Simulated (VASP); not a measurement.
# CdSe (Fm-3m) in VASP: a series of runs, part 2 of 2

VASP 6.6.1. The steps go on from the part before.

### Step 3. Single point, PBEsol, non-collinear spin, zero start, spin-orbit coupling

This run uses another cell than the first one, of 24.69 Å³/atom.

The input, INCAR:

```
PREC = Accurate
ENCUT = 520
EDIFF = 1E-6
ISMEAR = -1
SIGMA = 0.05
LREAL = F
LASPH = T
NELM = 150
ALGO = Normal
ISIF = 2
LWAVE = F
LCHARG = T
MAGMOM = 0 0 0 0 0 0
LORBIT = 11
LSORBIT = T
GGA_COMPAT = F
LORBMOM = T
GGA = PS
LVHAR = T
NBANDS = 30
```

The input, KPOINTS:

```
regular mesh
0
Gamma
  8 8 8
```

The input, POSCAR:

```
CdSe
1.0
    0.0000000000      2.9117775739      2.9117775739
    2.9117775739      0.0000000000      2.9117775739
    2.9117775739      2.9117775739      0.0000000000
Cd Se
1 1
Direct
    0.0000000000      0.0000000000      0.0000000000
    0.5000000000      0.5000000000      0.5000000000
```

Potentials or basis: VASP PAW PBE potentials, release 64 (Cd, Se).

Run with:

```bash
$ cat potpaw_PBE.64/Cd/POTCAR potpaw_PBE.64/Se/POTCAR > POTCAR
$ mpirun -np 1 vasp_ncl > vasp.out
```

OUTCAR:

```text
PREC = Accurate
   ENCUT = 520
   EDIFF = 1E-6
   ISMEAR = -1
   LREAL = F
   LASPH = T
   NELM = 150
   ISIF = 2
   LORBIT = 11
   LSORBIT = T
   GGA = PS

 ion  position               nearest neighbor table
   1  0.000  0.000  0.000-   2 2.91   2 2.91   2 2.91   2 2.91   2 2.91   2 2.91
   2  0.500  0.500  0.500-   1 2.91   1 2.91   1 2.91   1 2.91   1 2.91   1 2.91

  LATTYP: Found a face centered cubic cell.
 ALAT       =     5.8235551478

  Lattice vectors:

 A1 = (   0.0000000000,   2.9117775739,   2.9117775739)
 A2 = (   2.9117775739,   0.0000000000,   2.9117775739)
 A3 = (   2.9117775739,   2.9117775739,   0.0000000000)

Analysis of symmetry for initial positions (statically):
=====================================================================
 Subroutine PRICEL returns:
 Original cell was already a primitive cell.

 Routine SETGRP: Setting up the symmetry group for a
 face centered cubic supercell.

[... 1055 lines left out ...]
 l=   3
     0.0000000     0.0000000     0.0000000     0.0000000     0.0000000     0.0000000     0.0000000
     0.0000000     0.0000000     0.0000000     0.0000000     0.0000000     0.0000000     0.0000000
     0.0000000     0.0000000     0.0000000     0.0000000     0.0000000     0.0000000     0.0000000
     0.0000000     0.0000000     0.0000000     0.0000000     0.0000000     0.0000000     0.0000000
     0.0000000     0.0000000     0.0000000     0.0000000     0.0000000     0.0000000     0.0000000
     0.0000000     0.0000000     0.0000000     0.0000000     0.0000000     0.0000000     0.0000000
     0.0000000     0.0000000     0.0000000     0.0000000     0.0000000     0.0000000     0.0000000

 Ion:    2  E_soc:     -0.0439709
 l=   1
     0.0000000    -0.0073240    -0.0073240
    -0.0073240     0.0000000    -0.0073240
    -0.0073240    -0.0073240     0.0000000
 l=   2
     0.0000000    -0.0000004     0.0000000    -0.0000004    -0.0000042
    -0.0000004     0.0000000    -0.0000031    -0.0000004    -0.0000010
     0.0000000    -0.0000031     0.0000000    -0.0000031     0.0000000
    -0.0000004    -0.0000004    -0.0000031     0.0000000    -0.0000010
    -0.0000042    -0.0000010     0.0000000    -0.0000010     0.0000000
 l=   3
     0.0000000     0.0000000     0.0000000     0.0000000     0.0000000     0.0000000     0.0000000
     0.0000000     0.0000000     0.0000000     0.0000000     0.0000000     0.0000000     0.0000000
     0.0000000     0.0000000     0.0000000     0.0000000     0.0000000     0.0000000     0.0000000
     0.0000000     0.0000000     0.0000000     0.0000000     0.0000000     0.0000000     0.0000000
     0.0000000     0.0000000     0.0000000     0.0000000     0.0000000     0.0000000     0.0000000
     0.0000000     0.0000000     0.0000000     0.0000000     0.0000000     0.0000000     0.0000000
     0.0000000     0.0000000     0.0000000     0.0000000     0.0000000     0.0000000     0.0000000

 total charge

# of ion       s       p       d       tot
------------------------------------------
    1        0.400   0.217   9.561  10.179
    2        1.466   2.302   0.016   3.784
--------------------------------------------------
tot          1.867   2.519   9.577  13.963

 magnetization (x)

# of ion       s       p       d       tot
------------------------------------------
    1        0.000  -0.000  -0.000  -0.000
    2        0.000   0.000   0.000   0.000
--------------------------------------------------
tot          0.000  -0.000  -0.000  -0.000

 magnetization (y)

# of ion       s       p       d       tot
------------------------------------------
    1        0.000  -0.000  -0.000   0.000
    2        0.000   0.000  -0.000  -0.000
--------------------------------------------------
tot          0.000  -0.000  -0.000   0.000

 magnetization (z)

# of ion       s       p       d       tot
------------------------------------------
    1        0.000  -0.000   0.000  -0.000
    2        0.000   0.000   0.000   0.000
--------------------------------------------------
tot          0.000  -0.000   0.000  -0.000
```

stdout:

```text
POSCAR found type information on POSCAR CdSe
 POSCAR found :  2 types and       2 ions
 scaLAPACK will be used
 -----------------------------------------------------------------------------
|                                                                             |
|                                                                             |
|     You enforced a specific xc type in the INCAR file but a different       |
|     I HOPE YOU KNOW WHAT YOU ARE DOING!                                     |
|                                                                             |
 -----------------------------------------------------------------------------

 LDA part: xc-table for (Slater+PW92), standard interpolation
 POSCAR, INCAR and KPOINTS ok, starting setup
 FFT: planning ... GRIDC
 FFT: planning ... GRID_SOFT
 FFT: planning ... GRID
 WAVECAR not read
 entering main loop
```

It took 2.5 min on 1 thread of Intel Xeon 8259CL, shared host; peak memory 0.33 GiB.

What came out:

```
Free energy                                           : -5.9569 eV
Pressure                                              : -5.4 GPa
Net moment                                            : 0.00 μB per cell
Valence electrons inside the program's atomic spheres : Cd 10.18; Se 3.78
```

Moments on the atoms (μB; x, y, z):
```
Cd  0.00 0.00 0.00
Se  0.00 0.00 0.00
```

Caveat: the cell stands under tension; the PAW data sets were made with another functional, which shifts forces and pressure a little.

### Step 4. Single point, PBEsol, non-collinear spin, zero start, spin-orbit coupling

This run uses another cell than the first one, of 25.16 Å³/atom.

The input, INCAR:

```
SYSTEM = CdSe
PREC = Accurate ; ENCUT = 520
EDIFF = 1E-6 ; ISMEAR = -1
SIGMA = 0.05 ; LREAL = .False.
LASPH = .True. ; NELM = 150
ALGO = Normal ; ISIF = 2
LWAVE = .False. ; LCHARG = .False.
MAGMOM = 0 0 0 0 0 0 ; LORBIT = 11
LSORBIT = .True. ; GGA_COMPAT = .False.
LORBMOM = .True. ; GGA = PS
NBANDS = 30
```

The input, KPOINTS:

```
Automatic mesh
0
Gamma
  8 8 8
  0 0 0
```

The input, POSCAR:

```
CdSe
1.0
    0.0000000000      2.9303244279      2.9303244279
    2.9303244279      0.0000000000      2.9303244279
    2.9303244279      2.9303244279      0.0000000000
Cd Se
1 1
Direct
    0.0000000000      0.0000000000      0.0000000000
    0.5000000000      0.5000000000      0.5000000000
```

Run with:

```bash
$ cat potpaw_PBE.64/Cd/POTCAR potpaw_PBE.64/Se/POTCAR > POTCAR
$ mpirun -np 1 vasp_ncl > vasp.out
```

Run time: 2.2 min. Hardware: 1 thread of Intel Xeon 8259CL, shared host; peak memory 0.34 GiB.

It converged, with:

```
Free energy                                           : -5.9227 eV
Pressure                                              : -6.2 GPa
Net moment                                            : 0.00 μB per cell
Valence electrons inside the program's atomic spheres : Cd 10.17; Se 3.77
```

Moments on the atoms (μB; x, y, z):
```
Cd  0.00 0.00 0.00
Se  0.00 0.00 0.00
```

Caveat: the cell stands under tension; the PAW data sets were made with another functional, which shifts forces and pressure a little.

### Step 5. Summary

| task | level | spin | cell | k mesh | cutoff (eV) | grid for exact exchange (PRECFOCK) | share of exact exchange | screening parameter | pressure (GPa) | moment (μB) |
| --- | --- | --- | --- | --- | --- | --- | --- | --- | --- | --- |
| relaxation of cell and atoms | PBEsol-based screened hybrid with 25 % exact exchange | off | relaxed from a = 4.064 Å, angles 60.0°, 2 atoms | 4 × 4 × 4 | 600 | Normal | 0.25 | 0.207 1/Å | 0.0 | - |
| single point | PBEsol | non-collinear, zero start, SOC | a = 4.118 Å, angles 60.0°, 2 atoms | 8 × 8 × 8 | 520 | - | - | - | -5.4 | 0.00 |
| single point | PBEsol | non-collinear, zero start, SOC | a = 4.144 Å, angles 60.0°, 2 atoms | 8 × 8 × 8 | 520 | - | - | - | -6.2 | 0.00 |

Alike in all rows: potentials or basis VASP PAW PBE potentials, release 64 (Cd, Se); smearing fermi-dirac 0.05 eV.

Caveats: some runs use coarse meshes; the PAW data sets were made with another functional, which shifts forces and pressure a little; the cell stands under tension (at least some runs).

Absolute energies hang on the potentials; compare differences alone.
